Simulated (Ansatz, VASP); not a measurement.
## TaN in VASP and in Ansatz

INCAR

```
SYSTEM = TaN
PREC     = Accurate       ! precision mode
ENCUT    = 520            ! plane-wave cutoff, eV
EDIFF    = 1E-6           ! SCF threshold, eV
ISMEAR   = 0              ! smearing method
SIGMA    = 0.15           ! smearing width, eV
LREAL    = .FALSE.        ! projectors in reciprocal space
LASPH    = .TRUE.         ! aspherical terms in the spheres
NELM     = 100            ! most SCF steps
ALGO     = Normal         ! electronic algorithm
ISIF     = 2              ! what is computed and relaxed
LWAVE    = .FALSE.        ! write WAVECAR
LCHARG   = .FALSE.        ! write CHGCAR
GGA      = PS             ! functional
NBANDS   = 15             ! bands
```

KPOINTS

```
Automatic mesh
0
G
  18 18 16
  0 0 0
```

POSCAR

```
TaN
1.0
    2.9379988584      0.0000000000      0.0000000000
   -1.4689994292      2.5443816477      0.0000000000
    0.0000000000      0.0000000000      2.8830000000
Ta N
1 1
Direct
    0.3333333333      0.6666666667      0.5000000000
    0.0000000000      0.0000000000     -0.0520291363
```

Input for Ansatz:

```yaml
crystal:
  lattice:
    - [2.9379988584, 0.0, 0.0]
    - [-1.4689994292, 2.5443816477, 0.0]
    - [0.0, 0.0, 2.883]
  atoms:
    - { symbol: Ta, position: [0.3333333333, 0.6666666667, 0.5] }
    - { symbol: "N", position: [0.0, 0.0, -0.0520291363] }
basis:
  ecutwfc: 420
kpoints:
  mp_grid: { grid: [18, 18, 16] }
hamiltonian:
  xc: pbesol
scf:
  occupations: { method: gaussian, width: 0.15 }
output:
  forces: true
  stress: true
  eigenvalues: true
```

Change from the starting cell: all N atoms moved -0.150 Å, as atom 2 along Cartesian [0 0 1].

Alike in both runs: task single point; functional PBEsol; k mesh 18 × 18 × 16; occupations gaussian, width 0.15 eV; no spin polarisation.

|  | VASP | Ansatz |
| --- | --- | --- |
| version | VASP 6.6.1 | Ansatz 0.2.0 |
| potentials or method | VASP PAW PBE potentials, release 64 (Ta_pv, N), cutoff 520 eV | scalar-relativistic, plane waves, PAW |
| valence electrons in the cell | 16 | 18 |

|  | VASP | Ansatz | Ansatz less VASP |
| --- | --- | --- | --- |
| gap on the k mesh at the Fermi level (eV) | none | none | - |
| pressure (GPa) | 0.7 | -0.1 | -0.83 |
| traceless stress, the component that is largest in VASP (GPa) | 0.87 | 0.76 | -0.110 |
| rms of the force components (eV/Å) | 1.268 | 1.258 | -0.0106 |

VASP's potentials were made for PBE, not for PBEsol. Atom by atom the forces differ by 0.011 eV/Å (rms over components). A gap of «none» marks a metal or a gap that the smearing closes. The functional is the same, so the differences come from potentials, cutoffs and numerics. VASP's potentials hold 16 valence electrons a cell and Ansatz's 18, so a difference there can come from the potentials and not from the codes.

Spin-orbit coupling is off throughout.
